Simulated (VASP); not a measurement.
Write the native input for VASP 6.6.1 that does the following.

- Task: single point
- Functional: PBEsol
- Potentials or basis: VASP PAW PBE potentials, release 64 (As)
- Cutoff: 520 eV
- k mesh: 15 × 15 × 15
- Occupations: fermi-dirac, width 0.1 eV
- Spin: no spin polarisation
- Dipole correction: no
- Further INCAR settings: ALGO = Normal; EDIFF = 1e-07; NBANDS = 8

The structure of As lies in POSCAR:

```
As
1.0
    0.0000000000      2.0970515564      2.0970515564
    2.0970515564      0.0000000000      2.0970515564
    2.0970515564      2.0970515564      0.0000000000
As
1
Direct
    0.0000000000      0.0000000000      0.0000000000
```

One way to write it, as run:

INCAR

```
SYSTEM = As
  PREC = Accurate
  ENCUT = 520
  EDIFF = 1E-7
  ISMEAR = -1
  SIGMA = 0.1
  LREAL = .False.
  LASPH = .True.
  NELM = 100
  ALGO = Normal
  ISIF = 2
  LWAVE = .False.
  LCHARG = .False.
  GGA = PS
  NBANDS = 8
```

KPOINTS

```
Automatic mesh
0
Gamma
  15 15 15
  0 0 0
```

Potentials or basis: VASP PAW PBE potentials, release 64 (As).

Command:

```sh
$ cat potpaw_PBE.64/As/POTCAR > POTCAR
$ mpirun -np 1 vasp_std > vasp.out
```

It gave:

* Pressure: 0.2 GPa

Caveat: the PAW data sets were made with another functional, which shifts forces and pressure a little.

Wall time 11 s on 1 thread of Intel(R) Xeon(R) Platinum 8259CL CPU @ 2.50GHz (Skylake/Cascade Lake) (shared host), peak memory 0.15 GiB.
